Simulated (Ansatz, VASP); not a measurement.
# Pt in VASP and in Ansatz

```
Pt
1.0
    -1.58422    1.58422    1.60798
     1.58422   -1.58422    1.60798
     1.58422    1.58422   -1.60798
Pt
1
Direct
  0.00000 0.00000 0.00000
```

Change from the starting cell: strain +0.000 along x and y, +0.015 along z, atoms carried along.

Alike in both runs: task single point; functional r2SCAN; k mesh 22 × 22 × 22; occupations gaussian, width 0.15 eV; no spin polarisation.

|  | VASP | Ansatz |
| --- | --- | --- |
| version | VASP 6.6.1 | Ansatz 0.2.0 |
| potentials or method | VASP PAW PBE potentials, release 64 (Pt), cutoff 520 eV | scalar-relativistic, plane waves, PAW |
| valence electrons in the cell | 10 | 18 |

```tsv
	VASP	Ansatz	Ansatz less VASP
gap on the k mesh at the Fermi level (eV)	none	none	-
pressure (GPa)	-9.2	-9.7	-0.48
traceless stress, the component that is largest in VASP (GPa)	0.82	0.81	-0.009
```

VASP's potentials were made for PBE, not for r2SCAN. A gap of «none» marks a metal or a gap that the smearing closes. VASP's potentials hold 10 valence electrons a cell and Ansatz's 18, so a difference there can come from the potentials and not from the codes.

Neither program's run includes spin-orbit coupling.
